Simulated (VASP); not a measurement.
# Ca3H2Pt: single point with PBE

The system is Ca3H2Pt.

```xyz
6
Lattice="3.3924 0.0000 0.0000 0.0000 3.3924 0.0000 0.0000 0.0000 10.7474" Properties=species:S:1:pos:R:3 pbc="T T T"
Ca    1.6962    1.6962    1.7153
Ca    1.6962    1.6962    5.3737
Ca    1.6962    1.6962    9.0321
H     0.0000    0.0000    4.1922
H     0.0000    0.0000    6.5553
Pt    0.0000    0.0000    0.0000
```

```
Program                : VASP 6.6.1
Task                   : single point
Functional             : PBE
Potentials or basis    : VASP PAW PBE potentials, release 64 (Ca_sv, H, Pt)
Cutoff                 : 520 eV
k mesh                 : 12 × 12 × 4
Occupations            : gaussian, width 0.1 eV
Spin                   : no spin polarisation
Dipole correction      : no
Further INCAR settings : ALGO = Normal; EDIFF = 1e-07; NBANDS = 30
```

```json
{"Pressure": "0.0 GPa", "Largest force": "0.014 eV/Å", "Band gap on the k mesh": "zero (band 21 reaches 4.27 eV, above the bottom of band 22 at 3.11 eV)"}
```

Forces in eV/Å, atoms in the order of the input:
```
Ca   0.000  0.000  0.014
Ca   0.000  0.000  0.000
Ca   0.000  0.000 -0.014
H    0.000  0.000  0.001
H    0.000  0.000 -0.001
Pt   0.000  0.000  0.000
```

Levels at points of the mesh, in eV from the Fermi level:
```tsv
k point	band 17	band 18	band 19	band 20	band 21	band 22	band 23	band 24	band 25	band 26
(0.00, 0.00, 0.00)	-3.71	-2.55	-2.55	-2.16	-1.59	-0.16	0.80	1.31	2.03	2.18
(0.50, 0.00, 0.00)	-2.98	-2.89	-2.71	-1.76	-0.81	-0.51	0.81	1.34	1.35	1.75
(0.50, 0.50, 0.00)	-3.39	-1.92	-1.31	-0.32	0.09	0.09	0.19	0.70	0.70	1.55
(0.00, 0.00, 0.50)	-3.41	-2.55	-2.55	-2.32	-2.16	0.40	0.78	1.35	2.00	2.20
(0.50, 0.00, 0.50)	-2.89	-2.86	-2.71	-1.54	-0.99	-0.81	1.04	1.20	1.57	1.71
(0.50, 0.50, 0.50)	-3.39	-1.67	-1.31	-0.23	-0.19	0.03	0.03	0.91	0.91	1.63
```

It took 6 min on 1 thread of Oxide Virtual Turin-like Processor (shared host), peak memory 0.41 GiB.

Caveat: spin-orbit coupling is left out, which moves the levels of the heavy elements.
